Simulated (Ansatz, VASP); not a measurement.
# Two plane-wave programs on As3S2

Contents of INCAR:

```
PREC = Accurate
ENCUT = 600
EDIFF = 1E-7
ISMEAR = 0
SIGMA = 0.1
LREAL = F
LASPH = T
NELM = 80
ALGO = Normal
ISIF = 3
LWAVE = F
LCHARG = F
GGA = PE
IBRION = 2
NSW = 100
EDIFFG = -0.01
```

The input KPOINTS:

```
Automatic mesh
0
Gamma
  12 12 8
```

POSCAR

```
As3S2
1.0
    4.7815319030      0.0000000000      0.0000000000
   -2.3907659515      4.1409280970      0.0000000000
    0.0000000000      0.0000000000      5.4740414408
As S
3 2
Direct
    0.0000000000      0.0000000000      0.0000000000
    0.3333333333      0.6666666667      0.7773753980
    0.6666666667      0.3333333333      0.2226246020
    0.3333333333      0.6666666667      0.2120893171
    0.6666666667      0.3333333333      0.7879106829
```

Input for Ansatz:

```yaml
crystal:
  lattice:
    - [4.781531903, 0.0, 0.0]
    - [-2.3907659515, 4.140928097, 0.0]
    - [0.0, 0.0, 5.4740414408]
  atoms:
    - { symbol: As, position: [0.0, 0.0, 0.0] }
    - { symbol: As, position: [0.3333333333, 0.6666666667, 0.777375398] }
    - { symbol: As, position: [0.6666666667, 0.3333333333, 0.222624602] }
    - { symbol: S, position: [0.3333333333, 0.6666666667, 0.2120893171] }
    - { symbol: S, position: [0.6666666667, 0.3333333333, 0.7879106829] }
basis:
  ecutwfc: 420
kpoints:
  mp_grid: { grid: [12, 12, 8] }
hamiltonian:
  xc: pbe
scf:
  occupations: { method: gaussian, width: 0.1 }
output:
  forces: true
  stress: true
  eigenvalues: true
relax:
  adjacent_minimum: "off"
  f_tol: 0.01
  max_steps: 80
  cell: { stress_tol: 0.05 }
```

Alike in both runs: task relaxation of cell and atoms; functional PBE; k mesh 12 × 12 × 8; occupations gaussian, width 0.1 eV; no spin polarisation.

```csv
,VASP,Ansatz
version,VASP 6.6.1,Ansatz 0.2.0
potentials or method,"VASP PAW PBE potentials, release 64 (As, S), cutoff 600 eV","scalar-relativistic, plane waves, PAW"
valence electrons in the cell,27,57
```

|  | VASP | Ansatz | Ansatz less VASP |
| --- | --- | --- | --- |
| gap on the k mesh at the Fermi level, each at its own relaxed structure (eV) | none | none | - |
| relaxed volume (Å³/atom) | 25.11 | 25.21 | +0.105 |
| relaxed length of the cell vector where the two differ most in proportion (Å) | 5.931 | 5.950 | +0.0188 |

A gap of «none» marks a metal or a gap that the smearing closes. VASP's potentials hold 27 valence electrons a cell and Ansatz's 57, so a difference there can come from the potentials and not from the codes.

Noted on VASP's run: the volume moved by over 15 % at a fixed basis, so the end points are rough.
